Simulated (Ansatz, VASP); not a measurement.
## Two plane-wave programs on In3Se

INCAR

```
ALGO     = Normal         # electronic algorithm
EDIFF    = 1E-6           # SCF threshold, eV
ENCUT    = 500            # plane-wave cutoff, eV
GGA      = PS             # functional
GGA_COMPAT= F            
ISIF     = 2              # what is computed and relaxed
ISMEAR   = 0              # smearing method
IVDW     = 12             # dispersion correction
LASPH    = T              # aspherical terms in the spheres
LCHARG   = F              # write CHGCAR
LREAL    = F              # projectors in reciprocal space
LWAVE    = F              # write WAVECAR
NBANDS   = 30             # bands
NELM     = 120            # most SCF steps
PREC     = Accurate       # precision mode
SIGMA    = 0.15           # smearing width, eV
```

File KPOINTS:

```
k-points
0
Gamma
  10 10 10
```

POSCAR

```
In3Se
1.0
    4.2435767801     -0.5161106895      0.0000000000
   -0.5161106895      4.2435767801      0.0000000000
    0.0000000000      0.0000000000      4.5876505731
In Se
3 1
Direct
    0.0000000000      0.5000000000      0.5000000000
    0.5000000000      0.0000000000      0.5000000000
    0.5000000000      0.5000000000      0.0000000000
    0.0000000000      0.0000000000      0.0000000000
```

Input for Ansatz:

```yaml
crystal:
  lattice:
    - [4.2435767801, -0.5161106895, 0.0]
    - [-0.5161106895, 4.2435767801, 0.0]
    - [0.0, 0.0, 4.5876505731]
  atoms:
    - { symbol: In, position: [0.0, 0.5, 0.5] }
    - { symbol: In, position: [0.5, 0.0, 0.5] }
    - { symbol: In, position: [0.5, 0.5, 0.0] }
    - { symbol: Se, position: [0.0, 0.0, 0.0] }
basis:
  ecutwfc: 420
kpoints:
  mp_grid: { grid: [10, 10, 10] }
hamiltonian:
  xc: pbesol
  pseudopotentials: { kind: paw, azcp: { folder: soft_1 } }
  dispersion: d3bj
scf:
  occupations: { method: gaussian, width: 0.15 }
output:
  forces: true
  stress: true
  eigenvalues: true
```

Change from the starting cell: engineering shear strain xy -0.2250, equal normal strain along x and y -0.0750.

Alike in both runs: task single point; functional PBEsol; dispersion D3(BJ); k mesh 10 × 10 × 10; occupations gaussian, width 0.15 eV; no spin polarisation.

|  | VASP | Ansatz |
| --- | --- | --- |
| version | VASP 6.6.1 | Ansatz 0.2.0 |
| potentials or method | VASP PAW PBE potentials, release 64 (In_d, Se), cutoff 500 eV | scalar-relativistic, plane waves, PAW |
| valence electrons in the cell | 45 | 55 |

|  | VASP | Ansatz | Ansatz less VASP |
| --- | --- | --- | --- |
| gap on the k mesh at the Fermi level (eV) | none | none | - |
| pressure (GPa) | 16.7 | 16.6 | -0.07 |
| traceless stress, the component that is largest in VASP (GPa) | 13.35 | 13.33 | -0.021 |

VASP's potentials were made for PBE, not for PBEsol, and Ansatz warns of the same on its side. A gap of «none» marks a metal or a gap that the smearing closes. VASP's potentials hold 45 valence electrons a cell and Ansatz's 55, so a difference there can come from the potentials and not from the codes.
